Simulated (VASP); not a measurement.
Here is a VASP 6.6.1 calculation.

The input INCAR:

```
PREC = Accurate ; ENCUT = 520
EDIFF = 1E-7 ; ISMEAR = -1
SIGMA = 0.05 ; LREAL = False
LASPH = True ; NELM = 100
ALGO = Normal ; ISIF = 2
LWAVE = False ; LCHARG = False
GGA = PE ; NBANDS = 28
```

File KPOINTS:

```
regular mesh
0
Gamma
  3 3 6
```

The input POSCAR:

```
Pt
1.0
   -1.9340390000      3.8634710000      1.8840360000
    1.9706580000     -1.9221560000      3.7855330000
    1.9294110000      1.9197190000      0.0194050000
Pt
4
Direct
    0.9814194107      1.0031396670     -0.0109669709
   -0.0256215747      0.5125712060      0.4837286237
    0.4775653173      0.7253981823      0.7612982498
    0.4796915004      0.2166363076      0.2482892432
```

Potentials or basis: VASP PAW PBE potentials, release 64 (Pt).

Launch:

```console
$ cat potpaw_PBE.64/Pt/POTCAR > POTCAR
$ mpirun -np 1 vasp_std > vasp.out
```

(1) What does it give for the pressure?

(2) Predict the largest force.

(3) What does it give for the band gap on the k mesh?

## Answers

(1) 35.0 GPa.

(2) 1.587 eV/Å.

(3) zero (band 20 reaches 13.03 eV, above the bottom of band 21 at 11.77 eV).

Caveat: the k points lie up to 0.47 Å⁻¹ apart; spin-orbit coupling is left out, which moves the levels of the heavy elements; forces of over 1 eV/Å act on the atoms, so gaps and moduli don't describe the material at rest.
